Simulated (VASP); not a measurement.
# Mg4O in VASP: further runs, part 2 of 3

VASP 6.6.1. The steps go on from the part before.

## Step 3: Relaxation of the atoms, PBEsol

File INCAR:

```
SYSTEM = Mg4O
PREC     = Accurate       ! precision mode
ENCUT    = 520            ! plane-wave cutoff, eV
EDIFF    = 1E-7           ! SCF threshold, eV
ISMEAR   = 0              ! smearing method
SIGMA    = 0.1            ! smearing width, eV
LREAL    = .False.        ! projectors in reciprocal space
LASPH    = .True.         ! aspherical terms in the spheres
NELM     = 100            ! most SCF steps
ALGO     = Normal         ! electronic algorithm
ISIF     = 2              ! what is computed and relaxed
LWAVE    = .False.        ! write WAVECAR
LCHARG   = .False.        ! write CHGCAR
LDIPOL   = .True.       
IDIPOL   = 3            
DIPOL    = 0.5 0.5 0.334
GGA      = PS             ! functional
IBRION   = 2              ! ionic algorithm
NSW      = 36             ! ionic steps
EDIFFG   = -0.025         ! ionic threshold
```

File KPOINTS:

```
regular mesh
0
Gamma
  8 5 1
  0 0 0
```

File POSCAR:

```
Mg4O
1.0
    3.1881999939      0.0000000000      0.0000000000
    0.0000000000      5.1084658709      0.0000000000
    0.0000000000      0.0000000000     19.1358427726
Mg O
4 1
Selective dynamics
Direct
    0.0000000000      0.7500000000      0.2090318178  F F F
    0.5000000000      0.2500000000      0.2571276385  F F F
    0.5000000000      0.7500000000      0.3576109084  F F F
    0.0000000000      0.2500000000      0.3990335238  F F F
    0.3750000000      0.7500000000      0.4463409757  F F T
```

Potentials or basis: VASP PAW PBE potentials, release 64 (Mg, O).

Command:

```bash
> cat potpaw_PBE.64/Mg/POTCAR potpaw_PBE.64/O/POTCAR > POTCAR
> mpirun -np 1 vasp_std > vasp.out
```

OUTCAR:

```text
SYSTEM = Mg4O
   PREC = Accurate
   ENCUT = 520
   EDIFF = 1E-7
   ISMEAR = 0
   LREAL = .False.
   LASPH = .True.
   NELM = 100
   ISIF = 2
   GGA = PS
   IBRION = 2
   NSW = 36
   EDIFFG = -0.025

 ion  position               nearest neighbor table
   1  0.000  0.750  0.209-   2 3.15   2 3.15   2 3.15   2 3.15   3 3.26   3 3.26
   2  0.500  0.250  0.257-   1 3.15   1 3.15   1 3.15   1 3.15   4 3.15   4 3.15   3 3.20   3 3.20

   3  0.500  0.750  0.358-   5 1.74   4 3.11   4 3.11   4 3.11   4 3.11   2 3.20   2 3.20   1 3.26
                             1 3.26
   4  0.000  0.250  0.399-   3 3.11   3 3.11   3 3.11   3 3.11   2 3.15   2 3.15
   5  0.375  0.750  0.446-   3 1.74

  LATTYP: Found a simple orthorhombic cell.
 ALAT       =     3.1881999939
 B/A-ratio  =     1.6023040840
 C/A-ratio  =     6.0020835610

  Lattice vectors:

 A1 = (   3.1881999939,   0.0000000000,   0.0000000000)
 A2 = (   0.0000000000,   5.1084658709,   0.0000000000)
 A3 = (   0.0000000000,   0.0000000000,  19.1358427726)

Analysis of symmetry for initial positions (statically):
=====================================================================
 Subroutine PRICEL returns:
 Original cell was already a primitive cell.

 Routine SETGRP: Setting up the symmetry group for a
 simple orthorhombic supercell.

 Subroutine GETGRP returns: Found  2 space group operations
 (whereof  1 operations were pure point group operations)
 out of a pool of  8 trial point group operations.

The static configuration has the point symmetry C_1 .
 The point group associated with its full space group is C_1h.

Analysis of symmetry for dynamics (positions and initial velocities):
=====================================================================
 Subroutine PRICEL returns:
 Original cell was already a primitive cell.

 Routine SETGRP: Setting up the symmetry group for a
 simple orthorhombic supercell.

 Subroutine GETGRP returns: Found  2 space group operations
[... 159 lines left out ...]
 Free energy of the ion-electron system (eV)
  ---------------------------------------------------
  ext. energy  EPLUGINS =         0.00000000
  ---------------------------------------------------
  free energy    TOTEN  =       -11.61839452 eV

  energy without entropy =      -11.60277220  energy(sigma->0) =      -11.61058336

------------------------ aborting loop because EDIFF is reached ----------------------------------------

  FORCE on cell =-STRESS in cart. coord.  units (eV):
  Direction    XX          YY          ZZ          XY          YZ          ZX
  --------------------------------------------------------------------------------------
  -------------------------------------------------------------------------------------
  Total       -0.0488071     -5.0834931      2.1656780      0.0000000      0.0000000     -1.8063766
  in kB       -0.2509055    -26.1329946     11.1332208      0.0000000      0.0000000     -9.2861401
  external PRESSURE =      -5.0835598 kB  Pullay stress =       0.0000000 kB
[... 65 lines left out ...]
--------------------------------------- Ionic step        3  -------------------------------------------

 number of electron      13.9999998 magnetization

 dipolmoment           0.000000      0.000000      0.248802 electrons x Angstroem

 Free energy of the ion-electron system (eV)
  ---------------------------------------------------
  ext. energy  EPLUGINS =         0.00000000
  ---------------------------------------------------
  free energy    TOTEN  =       -11.63816728 eV

  energy without entropy =      -11.62189366  energy(sigma->0) =      -11.63003047

 E-fermi :  -2.7217     XC(G=0):  -3.5643

 val. band max:       -2.7592740154   @ k =   0.5000   0.4000   0.0000
 cond. band min:      -2.6906289199   @ k =   0.0000   0.2000   0.0000
 fundamental gap:      0.0686450955
 Fermi energy:        -2.7216759590

 k-point     1 :       0.0000    0.0000    0.0000
  band No.  band energies     occupation
      1     -18.4180      2.00000
      2      -8.6480      2.00000
      3      -6.1923      2.00000
      4      -4.7885      2.00000
      5      -4.0687      2.00000
      6      -3.1355      2.00000
      7      -3.0580      2.00000
      8      -2.8223      1.84518
      9      -2.1814      0.00000
     10      -0.4497      0.00000
     11      -0.4163      0.00000
[... 184 lines left out ...]
  band No.  band energies     occupation
      1     -18.2040      2.00000
      2      -4.9742      2.00000
      3      -4.8080      2.00000
      4      -4.2892      2.00000
      5      -3.9523      2.00000
      6      -3.6165      2.00000
      7      -3.0065      1.99994
      8      -2.7593      1.40508
      9      -1.3814      0.00000
     10      -1.0513      0.00000
     11      -0.3331      0.00000

------------------------ aborting loop because EDIFF is reached ----------------------------------------

 vacuum level on the upper side and lower side of the slab       (xc-potential included)         1.332        -1.357

  FORCE on cell =-STRESS in cart. coord.  units (eV):
  Direction    XX          YY          ZZ          XY          YZ          ZX
  --------------------------------------------------------------------------------------
  -------------------------------------------------------------------------------------
  Total       -0.1494350     -5.0189988      0.5163522      0.0000000      0.0000000     -1.4219388
  in kB       -0.7682089    -25.8014449      2.6544406      0.0000000      0.0000000     -7.3098393
  external PRESSURE =      -7.9717377 kB  Pullay stress =       0.0000000 kB
[... 20 lines left out ...]
  FREE ENERGIE OF THE ION-ELECTRON SYSTEM (eV)
  ---------------------------------------------------
  free  energy   TOTEN  =       -11.6381672829 eV

  energy  without entropy=      -11.6218936572  energy(sigma->0) =      -11.63003047

 reached required accuracy - stopping structural energy minimisation

 vacuum level on the upper side and lower side of the slab         3.734         0.969
```

CONTCAR:

```text
Mg4O
   1.00000000000000
     3.1881999939000001    0.0000000000000000    0.0000000000000000
     0.0000000000000000    5.1084658708999999    0.0000000000000000
     0.0000000000000000    0.0000000000000000   19.1358427726000002
  Mg              O
     4     1
Selective dynamics
Direct
     0.0000000000000000    0.7500000000000000    0.2090318178000032   F   F   F
     0.5000000000000000    0.2500000000000000    0.2571276385000019   F   F   F
     0.5000000000000000    0.7500000000000000    0.3576109083999981   F   F   F
     0.0000000000000000    0.2500000000000000    0.3990335238000000   F   F   F
     0.3750000000000000    0.7500000000000000    0.4485785925495730   F   F   T

  0.00000000E+00  0.00000000E+00  0.00000000E+00
  0.00000000E+00  0.00000000E+00  0.00000000E+00
  0.00000000E+00  0.00000000E+00  0.00000000E+00
  0.00000000E+00  0.00000000E+00  0.00000000E+00
  0.00000000E+00  0.00000000E+00  0.00000000E+00
```

Run time: 1.7 min. Hardware: 1 thread of Intel Xeon Platinum 8559C (Emerald Rapids), shared host; peak memory 0.41 GiB.

Results:

* Free energy: -11.6382 eV
* Energy gained by relaxing: 4.0 meV/atom
* Ionic steps: 3
* Band gap on the k mesh: zero (bands 7 and 8 overlap by 0.54 eV)

The path:
```tsv
step	energy change (eV)	largest force on free atoms (eV/Å)	pressure (GPa)
1	0.0000	0.9588	-0.51
2	-0.0197	0.0678	-0.82
3	-0.0198	0.0001	-0.80
```

Final structure:
```xyz
5
Lattice="3.1882 0.0000 0.0000 0.0000 5.1085 0.0000 0.0000 0.0000 19.1358" Properties=species:S:1:pos:R:3 pbc="T T T"
Mg    0.0000    3.8313    4.0000
Mg    1.5941    1.2771    4.9204
Mg    1.5941    3.8313    6.8432
Mg    0.0000    1.2771    7.6358
O     1.1956    3.8313    8.5839
```

Caveat: the PAW data sets were made with another functional, which shifts forces and pressure a little.

## Step 4: Relaxation of the atoms, PBEsol

File INCAR:

```
SYSTEM = Mg4O
ALGO = Normal ; DIPOL = 0.5 0.5 0.338
EDIFF = 1E-7 ; EDIFFG = -0.025
ENCUT = 520 ; GGA = PS
IBRION = 2 ; IDIPOL = 3
ISIF = 2 ; ISMEAR = 0
LASPH = .True. ; LCHARG = .False.
LDIPOL = .True. ; LREAL = .False.
LWAVE = .False. ; NELM = 80
NSW = 36 ; PREC = Accurate
SIGMA = 0.1
```

File KPOINTS:

```
k-points
0
Gamma
  8 5 1
  0 0 0
```

Edit POSCAR of step 3 so:

```diff
@@ -13,2 +13,2 @@
     0.0000000000      0.2500000000      0.3990335238  F F F
-    0.3750000000      0.7500000000      0.4463409757  F F T
+    0.3750000000      0.2500000000      0.4691975021  F F T
```

Potentials or basis: VASP PAW PBE potentials, release 64 (Mg, O).

Command:

```bash
> cat potpaw_PBE.64/Mg/POTCAR potpaw_PBE.64/O/POTCAR > POTCAR
> mpirun -np 1 vasp_std > vasp.out
```

OUTCAR:

```text
SYSTEM = Mg4O
   EDIFF = 1E-7
   EDIFFG = -0.025
   ENCUT = 520
   GGA = PS
   IBRION = 2
   ISIF = 2
   ISMEAR = 0
   LASPH = .True.
   LREAL = .False.
   NELM = 80
   NSW = 36
   PREC = Accurate

 ion  position               nearest neighbor table
   1  0.000  0.750  0.209-   2 3.15   2 3.15   2 3.15   2 3.15   3 3.26   3 3.26
   2  0.500  0.250  0.257-   1 3.15   1 3.15   1 3.15   1 3.15   4 3.15   4 3.15   3 3.20   3 3.20

   3  0.500  0.750  0.358-   4 3.11   4 3.11   4 3.11   4 3.11   2 3.20   2 3.20   1 3.26   1 3.26

   4  0.000  0.250  0.399-   5 1.80   5 2.40   3 3.11   3 3.11   3 3.11   3 3.11   2 3.15   2 3.15

   5  0.375  0.250  0.469-   4 1.80   4 2.40

  LATTYP: Found a simple orthorhombic cell.
 ALAT       =     3.1881999939
 B/A-ratio  =     1.6023040840
 C/A-ratio  =     6.0020835610

  Lattice vectors:

 A1 = (   3.1881999939,   0.0000000000,   0.0000000000)
 A2 = (   0.0000000000,   5.1084658709,   0.0000000000)
 A3 = (   0.0000000000,   0.0000000000,  19.1358427726)

Analysis of symmetry for initial positions (statically):
=====================================================================
 Subroutine PRICEL returns:
 Original cell was already a primitive cell.

 Routine SETGRP: Setting up the symmetry group for a
 simple orthorhombic supercell.

 Subroutine GETGRP returns: Found  2 space group operations
 (whereof  1 operations were pure point group operations)
 out of a pool of  8 trial point group operations.

The static configuration has the point symmetry C_1 .
 The point group associated with its full space group is C_1h.

Analysis of symmetry for dynamics (positions and initial velocities):
=====================================================================
 Subroutine PRICEL returns:
 Original cell was already a primitive cell.

 Routine SETGRP: Setting up the symmetry group for a
 simple orthorhombic supercell.

[... 157 lines left out ...]

 number of electron      13.9999997 magnetization

 Free energy of the ion-electron system (eV)
  ---------------------------------------------------
  ext. energy  EPLUGINS =         0.00000000
  ---------------------------------------------------
  free energy    TOTEN  =       -11.79902639 eV

  energy without entropy =      -11.78107816  energy(sigma->0) =      -11.79005228

------------------------ aborting loop because EDIFF is reached ----------------------------------------

  FORCE on cell =-STRESS in cart. coord.  units (eV):
  Direction    XX          YY          ZZ          XY          YZ          ZX
  --------------------------------------------------------------------------------------
  -------------------------------------------------------------------------------------
  Total       -0.0599069     -0.6527514     -3.0985647      0.0000000      0.0000000      3.4119467
  in kB       -0.3079668     -3.3556353    -15.9289633      0.0000000      0.0000000     17.5399834
  external PRESSURE =      -6.5308551 kB  Pullay stress =       0.0000000 kB
[... 65 lines left out ...]
--------------------------------------- Ionic step        3  -------------------------------------------

 number of electron      13.9999997 magnetization

 dipolmoment           0.000000      0.000000      0.376526 electrons x Angstroem

 Free energy of the ion-electron system (eV)
  ---------------------------------------------------
  ext. energy  EPLUGINS =         0.00000000
  ---------------------------------------------------
  free energy    TOTEN  =       -11.94328447 eV

  energy without entropy =      -11.92838512  energy(sigma->0) =      -11.93583479

 E-fermi :  -3.1945     XC(G=0):  -3.5332

 val. band max:       -3.2312853214   @ k =   0.1250   0.4000   0.0000
 cond. band min:      -3.1332879628   @ k =   0.1250   0.0000   0.0000
 fundamental gap:      0.0979973586
 Fermi energy:        -3.1945167014

 k-point     1 :       0.0000    0.0000    0.0000
  band No.  band energies     occupation
      1     -18.8177      2.00000
      2      -9.1451      2.00000
      3      -6.6284      2.00000
      4      -4.7493      2.00000
      5      -4.3356      2.00000
      6      -3.6123      2.00000
      7      -3.5768      2.00000
      8      -3.3670      1.98527
      9      -2.5425      0.00000
     10      -1.0951      0.00000
     11      -0.9052      0.00000
[... 184 lines left out ...]
  band No.  band energies     occupation
      1     -18.5966      2.00000
      2      -5.4890      2.00000
      3      -4.9621      2.00000
      4      -4.5162      2.00000
      5      -4.4494      2.00000
      6      -4.0396      2.00000
      7      -3.5373      2.00000
      8      -3.1061      0.21123
      9      -1.9422      0.00000
     10      -1.5586      0.00000
     11      -0.7504      0.00000

------------------------ aborting loop because EDIFF is reached ----------------------------------------

 vacuum level on the upper side and lower side of the slab       (xc-potential included)         1.961        -2.145

  FORCE on cell =-STRESS in cart. coord.  units (eV):
  Direction    XX          YY          ZZ          XY          YZ          ZX
  --------------------------------------------------------------------------------------
  -------------------------------------------------------------------------------------
  Total        2.0088044     -0.7923838     -0.6365457      0.0000000      0.0000000      5.6143872
  in kB       10.3267717     -4.0734512     -3.2723255      0.0000000      0.0000000     28.8621912
  external PRESSURE =       0.9936650 kB  Pullay stress =       0.0000000 kB
[... 20 lines left out ...]
  FREE ENERGIE OF THE ION-ELECTRON SYSTEM (eV)
  ---------------------------------------------------
  free  energy   TOTEN  =       -11.9432844661 eV

  energy  without entropy=      -11.9283851171  energy(sigma->0) =      -11.93583479

 reached required accuracy - stopping structural energy minimisation

 vacuum level on the upper side and lower side of the slab         4.513         0.292
```

OSZICAR:

```text
N       E                     dE             d eps       ncg     rms          rms(c)
DAV:   1     0.792263596397E+02    0.79226E+02   -0.40167E+03   330   0.838E+02
DAV:   2     0.720726402946E+01   -0.72019E+02   -0.67266E+02   504   0.134E+02
DAV:   3    -0.161005508715E+02   -0.23308E+02   -0.22284E+02   510   0.835E+01
[... 60 lines left out ...]
DAV:  14    -0.119432824190E+02   -0.18922E-05   -0.46052E-08   309   0.111E-03    0.215E-04
DAV:  15    -0.119432835162E+02   -0.10972E-05   -0.36206E-08   237   0.908E-04    0.103E-04
DAV:  16    -0.119432842248E+02   -0.70862E-06   -0.18170E-08   211   0.639E-04    0.869E-05
DAV:  17    -0.119432844181E+02   -0.19326E-06   -0.69492E-09   206   0.368E-04    0.415E-05
DAV:  18    -0.119432844661E+02   -0.47986E-07   -0.24824E-09   210   0.224E-04
   3 F= -.11943284E+02 E0= -.11935835E+02  d E =-.144258E+00
```

Run time: 2.1 min. Hardware: 1 thread of Intel Xeon 6975P-C (Granite Rapids), shared host; peak memory 0.4 GiB.

Results:

```
Free energy               : -11.9433 eV
Energy gained by relaxing : 28.9 meV/atom
Ionic steps               : 3
Band gap on the k mesh    : zero (bands 7 and 8 overlap by 0.73 eV)
```

The path:
```
step  energy change (eV)  largest force on free atoms (eV/Å)  pressure (GPa)
   1              0.0000                              1.8392           -0.65
   2             -0.1210                              0.8199           -0.22
   3             -0.1443                              0.0230            0.10
```

Final structure:
```yaml
crystal:
  lattice:
    - [3.18820, 0.00000, 0.00000]
    - [0.00000, 5.10847, 0.00000]
    - [0.00000, 0.00000, 19.13584]
  atoms:
    - { symbol: Mg, position: [0.00000, 0.75000, 0.20903] }
    - { symbol: Mg, position: [0.50000, 0.25000, 0.25713] }
    - { symbol: Mg, position: [0.50000, 0.75000, 0.35761] }
    - { symbol: Mg, position: [0.00000, 0.25000, 0.39903] }
    - { symbol: O, position: [0.37500, 0.25000, 0.46174] }
```

Caveat: the PAW data sets were made with another functional, which shifts forces and pressure a little.

(Continued in part 3 of 3.)
